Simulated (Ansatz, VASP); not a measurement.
Two plane-wave programs on HfO2

Contents of INCAR:

```
SYSTEM = HfO2
ALGO = Normal
EDIFF = 1E-7
ENCUT = 520
GGA = PE
ISIF = 2
ISMEAR = 0
LASPH = .TRUE.
LCHARG = .TRUE.
LELF = .TRUE.
LREAL = .FALSE.
LVHAR = .TRUE.
LWAVE = .FALSE.
NBANDS = 31
NELM = 60
PREC = Accurate
SIGMA = 0.05
```

File KPOINTS:

```
k-points
0
G
  6 6 4
  0 0 0
```

File POSCAR:

```
HfO2
1.0
    3.6043047840      0.0000000000      0.0000000000
    0.0000000000      3.6043047840      0.0000000000
    0.0000000000      0.0000000000      5.2639672632
Hf O
2 4
Direct
    0.5000000000      0.5000000000      0.5000000000
    0.0000000000      0.0000000000      0.0000000000
    0.0096644333      0.5000000000      0.6969874388
    0.5000000000      0.0000000000      0.8067479052
    0.5000000000      0.0000000000      0.3067479052
    0.0000000000      0.5000000000      0.1932520948
```

Input for Ansatz:

```yaml
crystal:
  lattice:
    - [3.604304784, 0.0, 0.0]
    - [0.0, 3.604304784, 0.0]
    - [0.0, 0.0, 5.2639672632]
  atoms:
    - { symbol: Hf, position: [0.5, 0.5, 0.5] }
    - { symbol: Hf, position: [0.0, 0.0, 0.0] }
    - { symbol: O, position: [0.0096644333, 0.5, 0.6969874388] }
    - { symbol: O, position: [0.5, 0.0, 0.8067479052] }
    - { symbol: O, position: [0.5, 0.0, 0.3067479052] }
    - { symbol: O, position: [0.0, 0.5, 0.1932520948] }
basis:
  ecutwfc: 420
kpoints:
  mp_grid: { grid: [6, 6, 4] }
hamiltonian:
  xc: pbe
scf:
  occupations: { method: gaussian, width: 0.05 }
output:
  forces: true
  stress: true
  eigenvalues: true
```

Alike in both runs: task single point; functional PBE; k mesh 6 × 6 × 4; occupations gaussian, width 0.05 eV; no spin polarisation.

|  | VASP | Ansatz |
| --- | --- | --- |
| version | VASP 6.6.1 | Ansatz 0.2.0 |
| potentials or method | VASP PAW PBE potentials, release 64 (Hf_pv, O), cutoff 520 eV | scalar-relativistic, plane waves, PAW |
| valence electrons in the cell | 44 | 76 |

|  | VASP | Ansatz | Ansatz less VASP |
| --- | --- | --- | --- |
| gap on the k mesh at the Fermi level (eV) | 4.62 | 4.64 | +0.022 |
| least direct gap on the mesh (eV) | 4.69 | 4.70 | +0.016 |
| pressure (GPa) | -3.3 | -0.1 | +3.14 |
| traceless stress, the component that is largest in VASP (GPa) | -0.65 | -0.69 | -0.039 |
| rms of the force components (eV/Å) | 0.180 | 0.180 | -0.0005 |

Atom by atom the forces differ by 0.023 eV/Å (rms over components). The functional is the same, so the differences come from potentials, cutoffs and numerics. VASP's potentials hold 44 valence electrons a cell and Ansatz's 76, so a difference there can come from the potentials and not from the codes.

Spin-orbit coupling is off throughout.
